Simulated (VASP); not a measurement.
# Rh (Fm-3m) in VASP: a series of runs, part 2 of 2

VASP 6.6.1. The steps go on from the part before.

## (3) Single point, r2SCAN

File POSCAR:

```
Rh
1.0
    0.0000000000      1.9008071574      1.9008071574
    1.9008071574      0.0000000000      1.9008071574
    1.9008071574      1.9008071574      0.0000000000
Rh
1
Direct
    0.0000000000      0.0000000000      0.0000000000
```

File INCAR.step1:

```
PREC     = Accurate       # precision mode
ENCUT    = 680            # plane-wave cutoff, eV
ISMEAR   = -1             # smearing method
SIGMA    = 0.1            # smearing width, eV
LREAL    = F              # projectors in reciprocal space
LASPH    = T              # aspherical terms in the spheres
NELM     = 120            # most SCF steps
NBANDS   = 14             # bands
GGA      = PE             # functional
ALGO     = Normal         # electronic algorithm
EDIFF    = 1E-5           # SCF threshold, eV
LWAVE    = T              # write WAVECAR
LCHARG   = F              # write CHGCAR
GGA_COMPAT= F
```

File INCAR.step2:

```
PREC     = Accurate       # precision mode
ENCUT    = 680            # plane-wave cutoff, eV
EDIFF    = 1E-6           # SCF threshold, eV
ISMEAR   = -1             # smearing method
SIGMA    = 0.1            # smearing width, eV
LREAL    = F              # projectors in reciprocal space
LASPH    = T              # aspherical terms in the spheres
NELM     = 120            # most SCF steps
ALGO     = Normal         # electronic algorithm
ISIF     = 2              # what is computed and relaxed
LWAVE    = F              # write WAVECAR
LCHARG   = F              # write CHGCAR
METAGGA  = R2SCAN         # meta-GGA
LMIXTAU  = T            
NBANDS   = 14             # bands
ISTART   = 1            
GGA_COMPAT= F
```

File KPOINTS:

```
regular mesh
0
Gamma
  4 4 4
```

Potentials or basis: VASP PAW PBE potentials, release 64 (Rh_sv_GW).

Run with:

```bash
> cat potpaw_PBE.64/Rh_sv_GW/POTCAR > POTCAR
> cp INCAR.step1 INCAR
> mpirun -np 1 vasp_std > vasp.out
> cp INCAR.step2 INCAR
> mpirun -np 1 vasp_std > vasp.out
```

OUTCAR:

```text
PREC = Accurate
   ENCUT = 680
   EDIFF = 1E-6
   ISMEAR = -1
   LREAL = F
   LASPH = T
   NELM = 120
   ISIF = 2
   METAGGA = R2SCAN
   ISTART = 1

 ion  position               nearest neighbor table
   1  0.000  0.000  0.000-

  LATTYP: Found a face centered cubic cell.
 ALAT       =     3.8016143148

  Lattice vectors:

 A1 = (   0.0000000000,   1.9008071574,   1.9008071574)
 A2 = (   1.9008071574,   0.0000000000,   1.9008071574)
 A3 = (   1.9008071574,   1.9008071574,   0.0000000000)

Analysis of symmetry for initial positions (statically):
=====================================================================
 Subroutine PRICEL returns:
 Original cell was already a primitive cell.

 Routine SETGRP: Setting up the symmetry group for a
 face centered cubic supercell.

 Subroutine GETGRP returns: Found 48 space group operations
 (whereof 48 operations were pure point group operations)
 out of a pool of 48 trial point group operations.

The static configuration has the point symmetry O_h .

Analysis of symmetry for dynamics (positions and initial velocities):
=====================================================================
 Subroutine PRICEL returns:
 Original cell was already a primitive cell.

 Routine SETGRP: Setting up the symmetry group for a
 face centered cubic supercell.

 Subroutine GETGRP returns: Found 48 space group operations
 (whereof 48 operations were pure point group operations)
 out of a pool of 48 trial point group operations.

The dynamic configuration has the point symmetry O_h .

 Subroutine INISYM returns: Found 48 space group operations
 (whereof 48 operations are pure point group operations),
 and found     1 'primitive' translations

----------------------------------------------------------------------------------------

                                     Primitive cell

  volume of cell :      13.7355

  direct lattice vectors                    reciprocal lattice vectors
     0.000000000  1.900807157  1.900807157    -0.263046148  0.263046148  0.263046148
     1.900807157  0.000000000  1.900807157     0.263046148 -0.263046148  0.263046148
     1.900807157  1.900807157  0.000000000     0.263046148  0.263046148 -0.263046148

  length of vectors
     2.688147261  2.688147261  2.688147261     0.455609292  0.455609292  0.455609292

  position of ions in fractional coordinates (direct lattice)
     0.000000000  0.000000000  0.000000000

  ion indices of the primitive-cell ions
   primitive index   ion index
                 1           1

----------------------------------------------------------------------------------------

 KPOINTS: regular mesh

Automatic generation of k-mesh.
 Grid dimensions read from file:
 generate k-points for:    4    4    4

 Generating k-lattice:

  Cartesian coordinates                     Fractional coordinates (reciprocal lattice)
    -0.065761537  0.065761537  0.065761537     0.250000000  0.000000000  0.000000000
     0.065761537 -0.065761537  0.065761537     0.000000000  0.250000000  0.000000000
     0.065761537  0.065761537 -0.065761537     0.000000000  0.000000000  0.250000000

  Length of vectors
     0.113902323  0.113902323  0.113902323

  Shift w.r.t. Gamma in fractional coordinates (k-lattice)
     0.000000000  0.000000000  0.000000000

 Subroutine IBZKPT returns following result:
 ===========================================

 Found      8 irreducible k-points:

 Following reciprocal coordinates:
            Coordinates               Weight
  0.000000  0.000000  0.000000      1.000000
  0.250000  0.000000  0.000000      8.000000
  0.500000  0.000000  0.000000      4.000000
  0.250000  0.250000  0.000000      6.000000
  0.500000  0.250000  0.000000     24.000000
 -0.250000  0.250000  0.000000     12.000000
  0.500000  0.500000  0.000000      3.000000
 -0.250000  0.500000  0.250000      6.000000
   k-points           NKPTS =      8   k-points in BZ     NKDIM =      8   number of bands    NBANDS=     14
   number of dos      NEDOS =    301   number of ions     NIONS =      1
   total plane-waves  NPLWV =  13824
   dimension x,y,z NGX =    24 NGY =   24 NGZ =   24
   dimension x,y,z NGXF=    48 NGYF=   48 NGZF=   48
   ions per type =               1
   NGX,Y,Z   is equivalent  to a cutoff of  14.84, 14.84, 14.84 a.u.
   NGXF,Y,Z  is equivalent  to a cutoff of  29.69, 29.69, 29.69 a.u.
 SYSTEM =  unknown system
   PREC   = accura    normal or accurate (medium, high low for compatibility)
   ISTART =      1    job   : 0-new  1-cont  2-samecut
   ICHARG =      0    charge: 1-file 2-atom 10-const
   ISPIN  =      1    spin polarized calculation?
   LNONCOLLINEAR =      F non collinear calculations
   LSORBIT =      F    spin-orbit coupling
   LASPH  =      T    aspherical Exc in radial PAW
   ENCUT  =  680.0 eV  49.98 Ry    7.07 a.u.   5.72  5.72  5.72*2*pi/ulx,y,z
   NELM   =    120;   NELMIN=  2; NELMDL=  0     # of ELM steps
   EDIFF  = 0.1E-05   stopping-criterion for ELM
   LREAL  =      F    real-space projection
   EDIFFG = 0.1E-04   stopping-criterion for IOM
   NSW    =      0    number of steps for IOM
   IBRION =     -1    ionic relax: 0-MD 1-quasi-New 2-CG
   NFREE  =      0    steps in history (QN), initial steepest desc. (CG)
   ISIF   =      2    stress and relaxation
   ISYM   =      2    0-nonsym 1-usesym 2-fastsym
   POTIM  = 0.5000    time-step for ionic-motion
   TEBEG  =    0.0;   TEEND  =   0.0 temperature during run
   PSTRESS=    0.0 pullay stress
   NELECT =      17.0000    total number of electrons
   NUPDOWN=      -1.0000    fix difference up-down
   EMIN   =  10.00;   EMAX   =-10.00  energy-range for DOS
   EFERMI =   0.00;   METHOD = LEGACY
   ISMEAR =    -1;   SIGMA  =   0.10  broadening in eV -4-tet -1-fermi 0-gaus
   EFERMI_NEDOS =   21; number of points for ismear=-14 and -15
   IALGO  =     38    algorithm
   IMIX   =      4    mixing-type and parameters
     AMIX     =   0.40;   BMIX     =  1.00
     AMIX_MAG =   1.60;   BMIX_MAG =  1.00
  volume/ion in A,a.u.               =      13.74        92.69
  Fermi-wavevector in a.u.,A,eV,Ry     =   1.757693  3.321559 42.035002  3.089486
  Thomas-Fermi vector in A             =   2.826998
   LORBIT       =      0    0 simple, 1 ext, 2 COOP (PROOUT), +10 PAW based schemes
   METAGGA = R2SCAN    functional components
   LHFCALC =     F    Hartree Fock is set to
   AEXX    =    0.0000 exact exchange contribution
   IVDW    =     0    specifies the selected vdW correction
   LEPSILON=     F    determine dielectric tensor
   LRPA    =     F    only Hartree local field effects (RPA)
 non-spin polarized calculation
  energy-cutoff  :      680.00
  volume of cell :       13.74
 maximum number of plane-waves:       568
 NGX is ok and might be reduce to    24
   NGX = 11   NGY = 11   NGZ = 11

 number of electron      17.0000001 magnetization

 Free energy of the ion-electron system (eV)
  ---------------------------------------------------
  ext. energy  EPLUGINS =         0.00000000
  ---------------------------------------------------
  free energy    TOTEN  =       -23.75043523 eV

  energy without entropy =      -23.74636557  energy(sigma->0) =      -23.74840040

 E-fermi :  10.8172     XC(G=0): -15.2389

 val. band max:       10.4209871920   @ k =   0.2500   0.2500   0.0000
 cond. band min:      11.2633545894   @ k =   0.5000   0.5000   0.0000
 fundamental gap:      0.8423673975
 Fermi energy:        10.8171911944

 k-point     1 :       0.0000    0.0000    0.0000
  band No.  band energies     occupation
      1     -70.4041      2.00000
      2     -37.0337      2.00000
      3     -37.0337      2.00000
      4     -37.0337      2.00000
      5       2.5878      2.00000
      6       7.5647      2.00000
      7       7.5647      2.00000
      8       7.5647      2.00000
      9       9.6692      1.99998
     10       9.6692      1.99998
     11      27.2375      0.00000
     12      32.8272      0.00000
     13      32.8272      0.00000
     14      32.8272      0.00000
[... 103 lines left out ...]
 k-point     8 :      -0.2500    0.5000    0.2500
  band No.  band energies     occupation
      1     -70.2395      2.00000
      2     -37.5508      2.00000
      3     -37.5508      2.00000
      4     -37.3301      2.00000
      5       5.5563      2.00000
      6       6.8155      2.00000
      7       6.8155      2.00000
      8       9.4628      2.00000
      9      11.8083      0.00010
     10      20.8384      0.00000
     11      20.8384      0.00000
     12      22.5677      0.00000
     13      24.0411      0.00000
     14      37.2328      0.00000

------------------------ aborting loop because EDIFF is reached ----------------------------------------

  FORCE on cell =-STRESS in cart. coord.  units (eV):
  Direction    XX          YY          ZZ          XY          YZ          ZX
  --------------------------------------------------------------------------------------
  -------------------------------------------------------------------------------------
  Total       -0.6601126     -0.6601126     -0.6601126     -0.0000000      0.0000000      0.0000000
  in kB      -76.9988827    -76.9988827    -76.9988827     -0.0000000      0.0000000      0.0000000
  external PRESSURE =     -76.9988827 kB  Pullay stress =       0.0000000 kB

 VOLUME and BASIS-vectors are now :
 -----------------------------------------------------------------------------
  energy-cutoff  :      680.00
  volume of cell :       13.74
      direct lattice vectors                 reciprocal lattice vectors
     0.000000000  1.900807157  1.900807157    -0.263046148  0.263046148  0.263046148
     1.900807157  0.000000000  1.900807157     0.263046148 -0.263046148  0.263046148
     1.900807157  1.900807157  0.000000000     0.263046148  0.263046148 -0.263046148

 POSITION                                       TOTAL-FORCE (eV/Angst)
 -----------------------------------------------------------------------------------
      0.00000      0.00000      0.00000        -0.000000      0.000000      0.000000
 -----------------------------------------------------------------------------------
    total drift:                               -0.000000     -0.000000      0.000000

  FREE ENERGIE OF THE ION-ELECTRON SYSTEM (eV)
  ---------------------------------------------------
  free  energy   TOTEN  =       -23.7504352297 eV

  energy  without entropy=      -23.7463655713  energy(sigma->0) =      -23.74840040
```

It took 22 s on 1 thread of AMD EPYC 7R43 (Zen 3), shared host; peak memory 0.11 GiB.

Results:

- Free energy: -23.7504 eV
- Pressure: -7.7 GPa
- Band gap on the k mesh: zero (an odd number of electrons rules out a gap without spin polarisation)

Levels at points of the mesh, in eV from the Fermi level:
```tsv
k point	band 5	band 6	band 7	band 8	band 9	band 10	band 11	band 12
(0.00, 0.00, 0.00)	-8.23	-3.25	-3.25	-3.25	-1.15	-1.15	16.42	22.01
(0.50, 0.00, 0.00)	-6.41	-3.36	-3.36	0.52	0.52	0.85	9.03	16.02
(0.50, 0.50, 0.00)	-6.61	-6.25	0.45	0.99	0.99	3.40	12.82	13.84
```

Caveat: the k points lie up to 0.72 Å⁻¹ apart, too coarse for converged energies and pressures of a metal; the PAW data sets were made with another functional, which shifts forces and pressure a little.

The gap in the log of VASP goes by the Fermi energy; the results here count the filled bands.